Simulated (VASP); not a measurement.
# MgO (I4mm) in VASP: notebook

Runs on MgO. Level: r2SCAN. Tasks: single point.

Program: VASP 6.6.1. These are calculated values, not measurements. Logs are shortened: lines on timing, memory, paths and dates and some standing lists are left out, and cuts for length are marked.

**1. The cell of the first run**

Symmetry: I4mm, No. 107, tetragonal system. Conventional cell: a = 3.020 Å, b = 3.020 Å, c = 4.270 Å, α = 90.00°, β = 90.00°, γ = 90.00°. Mg (site symmetry 4mm) has 6 O at 1.95 to 2.32 Å within 2.6 Å. O (site symmetry 4mm) has 6 Mg at 1.95 to 2.32 Å within 2.6 Å.

**2. Single point, r2SCAN (all Mg atoms moved +0.188 Å, as atom 1 along Cartesian [0 1 0])**

POSCAR

```
MgO
1.0
    0.0000000000      2.1351500000      2.1351500000
    2.1351500000      0.0000000000      2.1351500000
    2.1351500000      2.1351500000      0.0000000000
Mg O
1 1
Direct
    0.0439079222     -0.0439079222      0.0439079222
    0.5000000000      0.5000000000      0.5000000000
```

INCAR.step1

```
PREC = Accurate ; ENCUT = 660
ISMEAR = 0 ; SIGMA = 0.05
LREAL = F ; LASPH = T
NELM = 120 ; NBANDS = 15
GGA = PE ; ALGO = Normal
EDIFF = 1E-5 ; LWAVE = T
LCHARG = F ; GGA_COMPAT = F
```

INCAR.step2

```
PREC = Accurate ; ENCUT = 660
EDIFF = 1E-6 ; ISMEAR = 0
SIGMA = 0.05 ; LREAL = F
LASPH = T ; NELM = 120
ALGO = Normal ; ISIF = 2
LWAVE = F ; LCHARG = F
METAGGA = R2SCAN ; LMIXTAU = T
NBANDS = 15 ; ISTART = 1
GGA_COMPAT = F
```

KPOINTS

```
regular mesh
0
Gamma
  10 10 10
```

Potentials or basis: VASP PAW PBE potentials, release 64 (Mg_sv, O).

Command:

```sh
cat potpaw_PBE.64/Mg_sv/POTCAR potpaw_PBE.64/O/POTCAR > POTCAR
cp INCAR.step1 INCAR
mpirun -np 1 vasp_std > vasp.out
cp INCAR.step2 INCAR
mpirun -np 1 vasp_std > vasp.out
```

OUTCAR:

```text
PREC = Accurate
   ENCUT = 660
   EDIFF = 1E-6
   ISMEAR = 0
   LREAL = F
   LASPH = T
   NELM = 120
   ISIF = 2
   METAGGA = R2SCAN
   ISTART = 1

 ion  position               nearest neighbor table
   1  0.044  0.956  0.044-   2 1.95
   2  0.500  0.500  0.500-   1 1.95

  LATTYP: Found a face centered cubic cell.
 ALAT       =     4.2703000000

  Lattice vectors:

 A1 = (   0.0000000000,   2.1351500000,   2.1351500000)
 A2 = (   2.1351500000,   0.0000000000,   2.1351500000)
 A3 = (   2.1351500000,   2.1351500000,   0.0000000000)

Analysis of symmetry for initial positions (statically):
=====================================================================
 Subroutine PRICEL returns:
 Original cell was already a primitive cell.

 Routine SETGRP: Setting up the symmetry group for a
 face centered cubic supercell.

 Subroutine GETGRP returns: Found  8 space group operations
 (whereof  8 operations were pure point group operations)
 out of a pool of 48 trial point group operations.

The static configuration has the point symmetry C_4v.

Analysis of symmetry for dynamics (positions and initial velocities):
=====================================================================
 Subroutine PRICEL returns:
 Original cell was already a primitive cell.

 Routine SETGRP: Setting up the symmetry group for a
 face centered cubic supercell.

 Subroutine GETGRP returns: Found  8 space group operations
 (whereof  8 operations were pure point group operations)
 out of a pool of 48 trial point group operations.

The dynamic configuration has the point symmetry C_4v.

 Subroutine INISYM returns: Found  8 space group operations
 (whereof  8 operations are pure point group operations),
 and found     1 'primitive' translations

----------------------------------------------------------------------------------------

                                     Primitive cell

  volume of cell :      19.4677

  direct lattice vectors                    reciprocal lattice vectors
     0.000000000  2.135150000  2.135150000    -0.234175585  0.234175585  0.234175585
     2.135150000  0.000000000  2.135150000     0.234175585 -0.234175585  0.234175585
     2.135150000  2.135150000  0.000000000     0.234175585  0.234175585 -0.234175585

  length of vectors
     3.019558088  3.019558088  3.019558088     0.405604011  0.405604011  0.405604011

  position of ions in fractional coordinates (direct lattice)
     0.043907922  0.956092078  0.043907922
     0.500000000  0.500000000  0.500000000

  ion indices of the primitive-cell ions
   primitive index   ion index
                 1           1
                 2           2

----------------------------------------------------------------------------------------

 KPOINTS: regular mesh

Automatic generation of k-mesh.
 Grid dimensions read from file:
 generate k-points for:   10   10   10

 Generating k-lattice:

  Cartesian coordinates                     Fractional coordinates (reciprocal lattice)
    -0.023417558  0.023417558  0.023417558     0.100000000  0.000000000  0.000000000
     0.023417558 -0.023417558  0.023417558     0.000000000  0.100000000  0.000000000
     0.023417558  0.023417558 -0.023417558     0.000000000  0.000000000  0.100000000

  Length of vectors
     0.040560401  0.040560401  0.040560401

  Shift w.r.t. Gamma in fractional coordinates (k-lattice)
     0.000000000  0.000000000  0.000000000

 Subroutine IBZKPT returns following result:
 ===========================================

 Found    102 irreducible k-points:

 Following reciprocal coordinates:
            Coordinates               Weight
  0.000000  0.000000  0.000000      1.000000
  0.100000  0.000000  0.000000      8.000000
  0.200000  0.000000  0.000000      8.000000
  0.300000  0.000000  0.000000      8.000000
  0.400000  0.000000  0.000000      8.000000
  0.500000  0.000000  0.000000      4.000000
[... 16 lines left out ...]
 -0.100000  0.100000  0.000000      8.000000
  0.100000  0.000000 -0.100000      4.000000
 [... further k-points ...]
   k-points           NKPTS =    102   k-points in BZ     NKDIM =    102   number of bands    NBANDS=     15
   number of dos      NEDOS =    301   number of ions     NIONS =      2
   total plane-waves  NPLWV =  21952
   dimension x,y,z NGX =    28 NGY =   28 NGZ =   28
   dimension x,y,z NGXF=    56 NGYF=   56 NGZF=   56
   ions per type =               1   1
   NGX,Y,Z   is equivalent  to a cutoff of  15.42, 15.42, 15.42 a.u.
   NGXF,Y,Z  is equivalent  to a cutoff of  30.83, 30.83, 30.83 a.u.
 SYSTEM =  unknown system
   PREC   = accura    normal or accurate (medium, high low for compatibility)
   ISTART =      1    job   : 0-new  1-cont  2-samecut
   ICHARG =      0    charge: 1-file 2-atom 10-const
   ISPIN  =      1    spin polarized calculation?
   LNONCOLLINEAR =      F non collinear calculations
   LSORBIT =      F    spin-orbit coupling
   LASPH  =      T    aspherical Exc in radial PAW
   ENCUT  =  660.0 eV  48.51 Ry    6.96 a.u.   6.33  6.33  6.33*2*pi/ulx,y,z
   NELM   =    120;   NELMIN=  2; NELMDL=  0     # of ELM steps
   EDIFF  = 0.1E-05   stopping-criterion for ELM
   LREAL  =      F    real-space projection
   EDIFFG = 0.1E-04   stopping-criterion for IOM
   NSW    =      0    number of steps for IOM
   IBRION =     -1    ionic relax: 0-MD 1-quasi-New 2-CG
   NFREE  =      0    steps in history (QN), initial steepest desc. (CG)
   ISIF   =      2    stress and relaxation
   ISYM   =      2    0-nonsym 1-usesym 2-fastsym
   POTIM  = 0.5000    time-step for ionic-motion
   TEBEG  =    0.0;   TEEND  =   0.0 temperature during run
   PSTRESS=    0.0 pullay stress
   NELECT =      16.0000    total number of electrons
   NUPDOWN=      -1.0000    fix difference up-down
   EMIN   =  10.00;   EMAX   =-10.00  energy-range for DOS
   EFERMI =   0.00;   METHOD = LEGACY
   ISMEAR =     0;   SIGMA  =   0.05  broadening in eV -4-tet -1-fermi 0-gaus
   EFERMI_NEDOS =   21; number of points for ismear=-14 and -15
   IALGO  =     38    algorithm
   IMIX   =      4    mixing-type and parameters
     AMIX     =   0.40;   BMIX     =  1.00
     AMIX_MAG =   1.60;   BMIX_MAG =  1.00
  volume/ion in A,a.u.               =       9.73        65.69
  Fermi-wavevector in a.u.,A,eV,Ry     =   1.533474  2.897846 31.994681  2.351543
  Thomas-Fermi vector in A             =   2.640536
   LORBIT       =      0    0 simple, 1 ext, 2 COOP (PROOUT), +10 PAW based schemes
   METAGGA = R2SCAN    functional components
   LHFCALC =     F    Hartree Fock is set to
   AEXX    =    0.0000 exact exchange contribution
   IVDW    =     0    specifies the selected vdW correction
   LEPSILON=     F    determine dielectric tensor
   LRPA    =     F    only Hartree local field effects (RPA)
 non-spin polarized calculation
 Gauss-broadening in eV      SIGMA  =   0.05
  energy-cutoff  :      660.00
  volume of cell :       19.47
 maximum number of plane-waves:       763
 NGX is ok and might be reduce to    28
   NGX = 13   NGY = 13   NGZ = 13

 number of electron      16.0000010 magnetization

 Free energy of the ion-electron system (eV)
  ---------------------------------------------------
  ext. energy  EPLUGINS =         0.00000000
  ---------------------------------------------------
  free energy    TOTEN  =       -16.06498626 eV

  energy without entropy =      -16.06498626  energy(sigma->0) =      -16.06498626

 E-fermi :   2.6588     XC(G=0): -11.7970

 val. band max:        2.1965581755   @ k =   0.0000   0.0000   0.0000
 cond. band min:       7.4405526380   @ k =   0.0000   0.0000   0.0000
 fundamental gap:      5.2439944625
 Fermi energy:         2.6587573556

 k-point     1 :       0.0000    0.0000    0.0000
  band No.  band energies     occupation
      1     -72.8617      2.00000
      2     -37.9590      2.00000
      3     -37.9587      2.00000
      4     -37.9587      2.00000
      5     -15.7741      2.00000
      6       2.1501      2.00000
      7       2.1966      2.00000
      8       2.1966      2.00000
      9       7.4406      0.00000
     10      18.9058      0.00000
     11      18.9674      0.00000
     12      18.9675      0.00000
     13      22.7421      0.00000
     14      24.6348      0.00000
     15      24.7293      0.00000

 k-point     2 :       0.1000    0.0000    0.0000
  band No.  band energies     occupation
      1     -72.8610      2.00000
      2     -37.9658      2.00000
      3     -37.9592      2.00000
      4     -37.9592      2.00000
      5     -15.6761      2.00000
      6       1.5633      2.00000
      7       2.1175      2.00000
      8       2.1351      2.00000
      9       8.0497      0.00000
     10      17.6385      0.00000
     11      19.1686      0.00000
     12      19.1924      0.00000
     13      23.8742      0.00000
     14      23.9425      0.00000
     15      24.4896      0.00000

 k-point     3 :       0.2000    0.0000    0.0000
  band No.  band energies     occupation
      1     -72.8593      2.00000
      2     -37.9844      2.00000
      3     -37.9613      2.00000
      4     -37.9612      2.00000
      5     -15.4089      2.00000
      6       0.3122      2.00000
      7       1.9597      2.00000
      8       1.9782      2.00000
      9       9.2610      0.00000
     10      16.0711      0.00000
     11      19.5782      0.00000
     12      19.6174      0.00000
     13      23.1980      0.00000
     14      23.3413      0.00000
     15      25.4417      0.00000
[... 343 lines left out ...]
 k-point    23 :      -0.1000    0.1000    0.0000
  band No.  band energies     occupation
      1     -72.8600      2.00000
      2     -37.9754      2.00000
      3     -37.9633      2.00000
      4     -37.9594      2.00000
      5     -15.5226      2.00000
      6       0.8869      2.00000
      7       1.8816      2.00000
      8       2.0769      2.00000
      9       8.8366      0.00000
     10      16.5606      0.00000
     11      19.2281      0.00000
     12      19.6241      0.00000
     13      22.6945      0.00000
     14      24.0443      0.00000
     15      25.8923      0.00000

 k-point    24 :       0.1000    0.0000   -0.1000
  band No.  band energies     occupation
      1     -72.8600      2.00000
      2     -37.9750      2.00000
      3     -37.9634      2.00000
      4     -37.9595      2.00000
      5     -15.5231      2.00000
      6       0.8772      2.00000
      7       1.8730      2.00000
      8       2.0920      2.00000
      9       8.8618      0.00000
     10      16.5250      0.00000
     11      19.2726      0.00000
     12      19.5890      0.00000
     13      22.5116      0.00000
     14      24.0548      0.00000
     15      26.1187      0.00000

 [... further k-points ...]
[... 5 lines left out ...]
  --------------------------------------------------------------------------------------
  -------------------------------------------------------------------------------------
  Total       -0.9861916      0.3863899     -0.9861916      0.0000000      0.0000000      0.0000000
  in kB      -81.1627396     31.7995685    -81.1627396      0.0000000      0.0000000      0.0000000
  external PRESSURE =     -43.5086369 kB  Pullay stress =       0.0000000 kB

 VOLUME and BASIS-vectors are now :
 -----------------------------------------------------------------------------
  energy-cutoff  :      660.00
  volume of cell :       19.47
      direct lattice vectors                 reciprocal lattice vectors
     0.000000000  2.135150000  2.135150000    -0.234175585  0.234175585  0.234175585
     2.135150000  0.000000000  2.135150000     0.234175585 -0.234175585  0.234175585
     2.135150000  2.135150000  0.000000000     0.234175585  0.234175585 -0.234175585

 POSITION                                       TOTAL-FORCE (eV/Angst)
 -----------------------------------------------------------------------------------
      2.13515      0.18750      2.13515         0.000000     -1.101021      0.000000
      2.13515      2.13515      2.13515         0.000000      1.101021      0.000000
 -----------------------------------------------------------------------------------
    total drift:                                0.000000      0.010424      0.000000

  FREE ENERGIE OF THE ION-ELECTRON SYSTEM (eV)
  ---------------------------------------------------
  free  energy   TOTEN  =       -16.0649862580 eV

  energy  without entropy=      -16.0649862580  energy(sigma->0) =      -16.06498626
```

Wall time 2.6 min (1 thread of Intel Xeon Platinum 8488C (Sapphire Rapids), shared host); peak memory 0.18 GiB.

Results:

```
Free energy            : -16.0650 eV
Pressure               : -4.4 GPa
Largest force          : 1.101 eV/Å
Band gap on the k mesh : 5.24 eV
```

Forces on the atoms (eV/Å):
```
Mg   0.000 -1.101  0.000
O    0.000  1.101  0.000
```

Stress tensor (GPa, compression positive):
```
-8.12  0.00  0.00
 0.00  3.18  0.00
 0.00  0.00 -8.12
```

Caveat: the cell differs from its parent crystal (all Mg atoms moved +0.188 Å, as atom 1 along Cartesian [0 1 0]); the cell stands under tension; the PAW data sets were made with another functional, which shifts forces and pressure a little.

**3. Single point, r2SCAN (all Mg atoms moved +0.188 Å, as atom 1 along Cartesian [0 1 0])**

POSCAR is that of step 2.

Edit INCAR.step1 of step 2 so:

```diff
@@ -1,2 +1,2 @@
-PREC = Accurate ; ENCUT = 660
+PREC = Accurate ; ENCUT = 750
 ISMEAR = 0 ; SIGMA = 0.05
```

Edit INCAR.step2 of step 2 so:

```diff
@@ -1,2 +1,2 @@
-PREC = Accurate ; ENCUT = 660
+PREC = Accurate ; ENCUT = 750
 EDIFF = 1E-6 ; ISMEAR = 0
```

KPOINTS is that of step 2.

Potentials or basis: VASP PAW PBE potentials, release 64 (Mg_sv, O).

Command:

```sh
cat potpaw_PBE.64/Mg_sv/POTCAR potpaw_PBE.64/O/POTCAR > POTCAR
cp INCAR.step1 INCAR
mpirun -np 1 vasp_std > vasp.out
cp INCAR.step2 INCAR
mpirun -np 1 vasp_std > vasp.out
```

It took 88 s on 1 thread of Intel Xeon 6975P-C (Granite Rapids), shared host; peak memory 0.19 GiB.

Results (log left out):

```
Free energy            : -16.0551 eV
Pressure               : -4.2 GPa
Largest force          : 1.096 eV/Å
Band gap on the k mesh : 5.24 eV
```

Forces in eV/Å, atoms in the order of the input:
```
Mg   0.000 -1.096  0.000
O    0.000  1.096  0.000
```

Stress tensor (GPa, compression positive):
```
-7.96  0.00  0.00
 0.00  3.34  0.00
 0.00  0.00 -7.96
```

Levels at points of the mesh, in eV from the valence-band top:
```
           k point  band 4  band 5  band 6  band 7  band 8  band 9  band 10  band 11  band 12  band 13
(0.00, 0.00, 0.00)  -40.15  -17.97   -0.05    0.00    0.00    5.24    16.71    16.77    16.77    20.55
(0.50, 0.00, 0.00)  -40.16  -16.81   -4.39   -0.62   -0.60    8.58    13.22    17.07    17.20    21.78
(0.50, 0.50, 0.00)  -40.18  -16.60   -3.88   -1.32   -1.30   10.10    10.56    13.90    19.78    20.05
(0.50, 0.00, 0.50)  -40.18  -16.61   -3.85   -1.28   -1.28   10.01    10.50    13.91    19.87    19.87
```

Caveat: the cell differs from its parent crystal (all Mg atoms moved +0.188 Å, as atom 1 along Cartesian [0 1 0]); the cell stands under tension; the PAW data sets were made with another functional, which shifts forces and pressure a little.
